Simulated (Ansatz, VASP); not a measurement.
# BaTiO3: VASP beside Ansatz

File INCAR:

```
SYSTEM = BaTiO3
PREC = Accurate
ENCUT = 520
EDIFF = 1E-7
ISMEAR = 0
SIGMA = 0.05
LREAL = .False.
LASPH = .True.
NELM = 150
ALGO = Normal
ISIF = 2
LWAVE = .False.
LCHARG = .False.
LMAXMIX = 4
LDAU = .True.
LDAUTYPE = 2
LDAUL = -1 2 -1
LDAUU = 0 4 0
LDAUJ = 0 0 0
LDAUPRINT = 1
GGA = PE
NBANDS = 28
```

KPOINTS

```
Automatic mesh
0
Gamma
  6 6 6
  0 0 0
```

Contents of POSCAR:

```
BaTiO3
1.0
    2.7745609226      1.6018934955      2.2756719710
   -2.7745609226      1.6018934955      2.2756719710
    0.0000000000     -3.2037869911      2.2756719709
Ba Ti O
1 1 3
Direct
    0.0026800181      0.0026800181      0.0026800181
    0.5127992509      0.5127992509      0.5127992509
    0.4903227049      0.4903227049      0.9825753212
    0.4903227049      0.9825753212      0.4903227049
    0.9825753212      0.4903227049      0.4903227049
```

Input for Ansatz:

```yaml
crystal:
  lattice:
    - [2.7745609226, 1.6018934955, 2.275671971]
    - [-2.7745609226, 1.6018934955, 2.275671971]
    - [0.0, -3.2037869911, 2.2756719709]
  atoms:
    - { symbol: Ba, position: [0.0026800181, 0.0026800181, 0.0026800181] }
    - { symbol: Ti, position: [0.5127992509, 0.5127992509, 0.5127992509] }
    - { symbol: O, position: [0.4903227049, 0.4903227049, 0.9825753212] }
    - { symbol: O, position: [0.4903227049, 0.9825753212, 0.4903227049] }
    - { symbol: O, position: [0.9825753212, 0.4903227049, 0.4903227049] }
basis:
  ecutwfc: 420
kpoints:
  mp_grid: { grid: [6, 6, 6] }
hamiltonian:
  xc: pbe
  hubbard: { sites: [{ species: Ti, l: d, u_eff: 4.0 }] }
scf:
  occupations: { method: gaussian, width: 0.05 }
output:
  forces: true
  stress: true
  eigenvalues: true
```

Change from the starting cell: strain -0.030 along x and y, -0.030 along z, atoms carried along.

Alike in both runs: task single point; functional PBE; k mesh 6 × 6 × 6; occupations gaussian, width 0.05 eV; no spin polarisation; Hubbard terms Ti d U = 4.0 eV.

|  | VASP | Ansatz |
| --- | --- | --- |
| version | VASP 6.6.1 | Ansatz 0.2.0 |
| potentials or method | VASP PAW PBE potentials, release 64 (Ba_sv, Ti_sv, O), cutoff 520 eV | scalar-relativistic, plane waves, PAW |
| valence electrons in the cell | 40 | 40 |

```tsv
	VASP	Ansatz	Ansatz less VASP
gap on the k mesh at the Fermi level (eV)	2.87	2.92	+0.048
least direct gap on the mesh (eV)	3.20	3.22	+0.017
pressure (GPa)	22.3	17.5	-4.78
traceless stress, the component that is largest in VASP (GPa)	-1.01	-0.65	+0.352
rms of the force components (eV/Å)	0.644	0.384	-0.2600
```

The programs project onto different local orbitals, so the same U acts differently, and such runs can settle in different states. Atom by atom the forces differ by 0.261 eV/Å (rms over components).

Neither program's run includes spin-orbit coupling.
